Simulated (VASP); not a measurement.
The system is CsIn2.

```
CELL_PARAMETERS angstrom
0.00000 3.58199 3.58199
3.58199 0.00000 3.58199
3.58199 3.58199 0.00000
ATOMIC_POSITIONS crystal
Cs 0.00000 0.00000 0.00000
In 0.25000 0.25000 0.25000
In 0.75000 0.75000 0.75000
```

- Program: VASP 6.6.1
- Task: relaxation of cell and atoms
- Functional: PBE
- Potentials or basis: VASP PAW PBE potentials, release 64 (Cs_sv, In_d)
- Cutoff: 600 eV
- k mesh: 4 × 4 × 4
- Occupations: gaussian, width 0.1 eV
- Spin: no spin polarisation

At the start: pressure 13.3 GPa; volume 30.64 Å³/atom.

**Question.** Where does the relaxation end?

**Answer.** Over 5 steps the energy falls by 492.9 meV/atom and the volume is 51.11 Å³/atom (+66.8 %); space group Fm-3m (No. 225, to 0.1 Å) before and after.

Step by step:
```tsv
step	energy change (eV)	largest force (eV/Å)	pressure (GPa)	volume (Å³)
1	0.0000	0.0000	13.30	91.92
2	-1.3755	0.0000	1.73	130.08
3	-1.4519	0.0000	0.81	139.96
4	-1.4666	0.0000	-0.39	161.19
5	-1.4788	0.0000	-0.06	153.33
```

Final structure:
```
Cs In
1.0
     0.00000    4.24811    4.24811
     4.24811    0.00000    4.24811
     4.24811    4.24811    0.00000
Cs In
1 2
Direct
  0.00000 0.00000 0.00000
  0.25000 0.25000 0.25000
  0.75000 0.75000 0.75000
```

Caveat: the k points lie up to 0.32 Å⁻¹ apart in the final cell, too coarse for converged energies and pressures of a metal; the volume moved by over 15 % at a fixed basis, so the end points are rough.
